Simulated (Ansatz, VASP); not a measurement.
**Ag in VASP and in Ansatz**

Contents of INCAR:

```
PREC = Accurate ; ENCUT = 520
EDIFF = 1E-6 ; ISMEAR = -1
SIGMA = 0.1 ; LREAL = F
LASPH = T ; NELM = 100
ALGO = Normal ; ISIF = 2
LWAVE = F ; LCHARG = F
GGA = PS ; NBANDS = 30
```

The input KPOINTS:

```
Automatic mesh
0
Gamma
  17 17 5
```

POSCAR

```
Ag
1.0
    2.9286543621      0.0000000000      0.0000000000
   -1.4643271811      2.5362890765      0.0000000000
    0.0000000000      0.0000000000      9.6844661236
Ag
4
Direct
    0.3333333333      0.6666666667      0.2500000000
    0.6666666667      0.3333333333      0.7500000000
    0.0000000000      1.0000000000      1.0000000000
    0.0000000000      1.0000000000      0.5000000000
```

Input for Ansatz:

```yaml
crystal:
  lattice:
    - [2.9286543621, 0.0, 0.0]
    - [-1.4643271811, 2.5362890765, 0.0]
    - [0.0, 0.0, 9.6844661236]
  atoms:
    - { symbol: Ag, position: [0.3333333333, 0.6666666667, 0.25] }
    - { symbol: Ag, position: [0.6666666667, 0.3333333333, 0.75] }
    - { symbol: Ag, position: [0.0, 1.0, 1.0] }
    - { symbol: Ag, position: [0.0, 1.0, 0.5] }
hamiltonian:
  xc: pbesol
  pseudopotentials:
    kind: paw
    azcp:
      Ag: "pseudopotentials/Ag.paw.azcp"
basis:
  ecutwfc: 420
  fft_grid_basis: typed
kpoints:
  mp_grid: { grid: [17, 17, 5], shift: [0, 0, 0] }
magnetization:
  spin_polarized: false
scf:
  occupations: { method: fermi_dirac, width: 0.1 }
output:
  stress: true
```

Alike in both runs: task single point; functional PBEsol; k mesh 17 × 17 × 5; occupations fermi-dirac, width 0.1 eV; no spin polarisation.

```csv
,VASP,Ansatz
version,VASP 6.6.1,Ansatz 0.2.0
potentials or method,"VASP PAW PBE potentials, release 64 (Ag), cutoff 520 eV","plane waves (420 eV) with PAW, scalar-relativistic"
valence electrons in the cell,44,76
```

VASP gave:

```
pressure (GPa)                                                : -7.4
traceless stress, the component that is largest in VASP (GPa) : -0.20
```

Question: What did Ansatz give for the same quantities?

Answer: Pressure (GPa): -7.2; traceless stress, the component that is largest in VASP (GPa): -0.19.

VASP's potentials were made for PBE, not for PBEsol, and Ansatz warns of the same on its side. With one functional, cell and mesh, what is left measures potentials, basis and numerics. VASP's potentials hold 44 valence electrons a cell and Ansatz's 76, so a difference there can come from the potentials and not from the codes.
